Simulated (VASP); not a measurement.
# NbP (I4_1/amd) in VASP: single point with PBE

Aim: the single point of NbP with PBE.

All numbers are computed with VASP 6.6.1; they aren't measurements. Logs are shortened: lines on timing, memory, paths and dates and some standing lists are left out, and cuts for length are marked.

**1. The cell of the first run**

It takes space group I4_1/amd (No. 141, tetragonal). Conventional cell: a = 3.510 Å, b = 3.510 Å, c = 10.427 Å, α = 90.00°, β = 90.00°, γ = 90.00°. Nb (site symmetry -4m2) has 8 P at 2.48 to 3.14 Å and 4 Nb at 3.14 Å within 3.3 Å. P (site symmetry -4m2) has 8 Nb at 2.48 to 3.14 Å and 4 P at 3.14 Å within 3.3 Å.

**2. Single point, PBE**

Input file INCAR:

```
SYSTEM = NbP
PREC     = Accurate       ! precision mode
ENCUT    = 520            ! plane-wave cutoff, eV
EDIFF    = 1E-6           ! SCF threshold, eV
ISMEAR   = 0              ! smearing method
SIGMA    = 0.1            ! smearing width, eV
LREAL    = .FALSE.        ! projectors in reciprocal space
LASPH    = .TRUE.         ! aspherical terms in the spheres
NELM     = 100            ! most SCF steps
ALGO     = Fast           ! electronic algorithm
ISIF     = 2              ! what is computed and relaxed
LWAVE    = .FALSE.        ! write WAVECAR
LCHARG   = .FALSE.        ! write CHGCAR
GGA      = PE             ! functional
ISYM     = 0            
NBANDS   = 26             ! bands
```

Input file KPOINTS:

```
regular mesh
0
G
  10 10 7
  0 0 0
```

Input file POSCAR:

```
NbP
1.0
    3.5095676707      0.0000000000      0.0000000000
    0.0000000000      3.5095676707      0.0000000000
    1.7547838354     -1.7547838354      5.2135792976
Nb P
2 2
Direct
    0.0000000000      0.0000000000      0.0000000000
    0.2500000000      0.2500000000      0.5000000000
    0.5000000000      0.5000000000      0.0000000000
    0.7500000000      0.7500000000      0.5000000000
```

Potentials or basis: VASP PAW PBE potentials, release 64 (Nb_sv, P).

Command:

```bash
> cat potpaw_PBE.64/Nb_sv/POTCAR potpaw_PBE.64/P/POTCAR > POTCAR
> mpirun -np 1 vasp_std > vasp.out
```

OUTCAR:

```text
SYSTEM = NbP
   PREC = Accurate
   ENCUT = 520
   EDIFF = 1E-6
   ISMEAR = 0
   LREAL = .FALSE.
   LASPH = .TRUE.
   NELM = 100
   ISIF = 2
   GGA = PE
   ISYM = 0

 ion  position               nearest neighbor table
   1  0.000  0.000  0.000-   3 2.48   3 2.48   3 2.48   3 2.48
   2  0.250  0.250  0.500-   4 2.48   4 2.48   4 2.48   4 2.48
   3  0.500  0.500  0.000-   1 2.48   1 2.48   1 2.48   1 2.48
   4  0.750  0.750  0.500-   2 2.48   2 2.48   2 2.48   2 2.48

IMPORTANT INFORMATION: All symmetrisations will be switched off!
NOSYMM: (Re-)initialisation of all symmetry stuff for point group C_1.

----------------------------------------------------------------------------------------

                                     Primitive cell

  volume of cell :      64.2160

  direct lattice vectors                    reciprocal lattice vectors
     3.509567671  0.000000000  0.000000000     0.284935381  0.000000000 -0.095903404
     0.000000000  3.509567671  0.000000000     0.000000000  0.284935381  0.095903404
     1.754783835 -1.754783835  5.213579298     0.000000000  0.000000000  0.191806807

  length of vectors
     3.509567671  3.509567671  5.774074966     0.300642036  0.300642036  0.191806807

  position of ions in fractional coordinates (direct lattice)
     0.000000000  0.000000000  0.000000000
     0.250000000  0.250000000  0.500000000
     0.500000000  0.500000000  0.000000000
     0.750000000  0.750000000  0.500000000

  ion indices of the primitive-cell ions
   primitive index   ion index
                 1           1
                 2           2
                 3           3
                 4           4

----------------------------------------------------------------------------------------

 KPOINTS: regular mesh

Automatic generation of k-mesh.
 Grid dimensions read from file:
 generate k-points for:   10   10    7

 Generating k-lattice:

  Cartesian coordinates                     Fractional coordinates (reciprocal lattice)
     0.028493538  0.000000000 -0.009590340     0.100000000  0.000000000  0.000000000
     0.000000000  0.028493538  0.009590340     0.000000000  0.100000000 -0.000000000
     0.000000000  0.000000000  0.027400972     0.000000000  0.000000000  0.142857143

  Length of vectors
     0.030064204  0.030064204  0.027400972

  Shift w.r.t. Gamma in fractional coordinates (k-lattice)
     0.000000000  0.000000000  0.000000000

 -----------------------------------------------------------------------------
|                                                                             |
|           W    W    AA    RRRRR   N    N  II  N    N   GGGG   !!!           |
|           W    W   A  A   R    R  NN   N  II  NN   N  G    G  !!!           |
[... 76 lines left out ...]
   POTIM  = 0.5000    time-step for ionic-motion
   TEBEG  =    0.0;   TEEND  =   0.0 temperature during run
   PSTRESS=    0.0 pullay stress
   NELECT =      36.0000    total number of electrons
   NUPDOWN=      -1.0000    fix difference up-down
   EMIN   =  10.00;   EMAX   =-10.00  energy-range for DOS
   EFERMI =   0.00;   METHOD = LEGACY
   ISMEAR =     0;   SIGMA  =   0.10  broadening in eV -4-tet -1-fermi 0-gaus
   EFERMI_NEDOS =   21; number of points for ismear=-14 and -15
   IALGO  =     68    algorithm
   IMIX   =      4    mixing-type and parameters
     AMIX     =   0.40;   BMIX     =  1.00
     AMIX_MAG =   1.60;   BMIX_MAG =  1.00
  volume/ion in A,a.u.               =      16.05       108.34
  Fermi-wavevector in a.u.,A,eV,Ry     =   1.349878  2.550900 24.792144  1.822171
  Thomas-Fermi vector in A             =   2.477429
   LORBIT       =      0    0 simple, 1 ext, 2 COOP (PROOUT), +10 PAW based schemes
   GGA     = PE    functional components
   LHFCALC =     F    Hartree Fock is set to
   AEXX    =    0.0000 exact exchange contribution
   IVDW    =     0    specifies the selected vdW correction
   LEPSILON=     F    determine dielectric tensor
   LRPA    =     F    only Hartree local field effects (RPA)
 non-spin polarized calculation
 RMM-DIIS sequential band-by-band and
 Gauss-broadening in eV      SIGMA  =   0.10
  energy-cutoff  :      520.00
  volume of cell :       64.22
 maximum number of plane-waves:      1767
 NGX is ok and might be reduce to    28
   NGX = 13   NGY = 13   NGZ = 21

 number of electron      36.0000000 magnetization

 Free energy of the ion-electron system (eV)
  ---------------------------------------------------
  ext. energy  EPLUGINS =         0.00000000
  ---------------------------------------------------
  free energy    TOTEN  =       -32.92235896 eV

  energy without entropy =      -32.90467351  energy(sigma->0) =      -32.91351623

 E-fermi :  10.9449     XC(G=0): -12.0403

 val. band max:       10.9391974293   @ k =  -0.1000  -0.4000   0.4286
 cond. band min:      10.9454110906   @ k =  -0.4000  -0.1000   0.1429
 fundamental gap:      0.0062136613
 Fermi energy:        10.9448976381

 k-point     1 :       0.0000    0.0000    0.0000
  band No.  band energies     occupation
      1     -44.0419      2.00000
      2     -43.9724      2.00000
      3     -20.2007      2.00000
      4     -20.1996      2.00000
      5     -20.1703      2.00000
      6     -20.1503      2.00000
[... 685 lines left out ...]
     25      14.9660      0.00000
     26      15.5223      0.00000

 [... further k-points ...]

------------------------ aborting loop because EDIFF is reached ----------------------------------------

  FORCE on cell =-STRESS in cart. coord.  units (eV):
  Direction    XX          YY          ZZ          XY          YZ          ZX
  --------------------------------------------------------------------------------------
  -------------------------------------------------------------------------------------
  Total       -0.1294056     -0.1294150     -0.1570312      0.0037149      0.0096055     -0.0096031
  in kB       -3.2286454     -3.2288809     -3.9178989      0.0926849      0.2396563     -0.2395959
  external PRESSURE =      -3.4584751 kB  Pullay stress =       0.0000000 kB

 VOLUME and BASIS-vectors are now :
 -----------------------------------------------------------------------------
  energy-cutoff  :      520.00
  volume of cell :       64.22
      direct lattice vectors                 reciprocal lattice vectors
     3.509567671  0.000000000  0.000000000     0.284935381  0.000000000 -0.095903404
     0.000000000  3.509567671  0.000000000     0.000000000  0.284935381  0.095903404
     1.754783835 -1.754783835  5.213579298     0.000000000  0.000000000  0.191806807

 POSITION                                       TOTAL-FORCE (eV/Angst)
 -----------------------------------------------------------------------------------
      0.00000      0.00000      0.00000         0.004423      0.004406     -0.000004
      1.75478     -0.00000      2.60679        -0.004413     -0.004399     -0.000013
      1.75478      1.75478      0.00000        -0.002090     -0.002066      0.000011
      3.50957      1.75478      2.60679         0.002079      0.002058      0.000007
 -----------------------------------------------------------------------------------
    total drift:                               -0.000003     -0.000008     -0.000030

  FREE ENERGIE OF THE ION-ELECTRON SYSTEM (eV)
  ---------------------------------------------------
  free  energy   TOTEN  =       -32.9223589587 eV

  energy  without entropy=      -32.9046735111  energy(sigma->0) =      -32.91351623
```

OSZICAR:

```text
N       E                     dE             d eps       ncg     rms          rms(c)
DAV:   1     0.346815100849E+03    0.34682E+03   -0.18868E+04 18304   0.138E+03
DAV:   2    -0.837860344925E+01   -0.35519E+03   -0.34491E+03 21924   0.495E+02
DAV:   3    -0.332379814449E+02   -0.24859E+02   -0.24290E+02 32888   0.103E+02
[... 16 lines left out ...]
RMM:  20    -0.329223490901E+02   -0.70868E-05   -0.70082E-05 28073   0.314E-02    0.140E-02
RMM:  21    -0.329223538552E+02   -0.47651E-05   -0.48075E-05 26672   0.237E-02    0.181E-02
RMM:  22    -0.329223563697E+02   -0.25145E-05   -0.24923E-05 25677   0.198E-02    0.139E-02
RMM:  23    -0.329223579737E+02   -0.16039E-05   -0.17061E-05 23791   0.152E-02    0.144E-02
RMM:  24    -0.329223589587E+02   -0.98508E-06   -0.98388E-06 22483   0.144E-02
   1 F= -.32922359E+02 E0= -.32913516E+02  d E =-.176854E-01
```

Run time: 33 min. Hardware: 1 thread of Oxide Virtual Turin-like, shared host; peak memory 0.53 GiB.

Results:

```yaml
Free_energy: -32.9224 eV
Pressure: -0.3 GPa
Largest_force: 0.006 eV/Å
Band_gap_on_the_k_mesh: zero (bands 18 and 19 overlap by 1.09 eV)
```

Forces on the atoms (eV/Å):
```
Nb   0.004  0.004  0.000
Nb  -0.004 -0.004  0.000
P   -0.002 -0.002  0.000
P    0.002  0.002  0.000
```
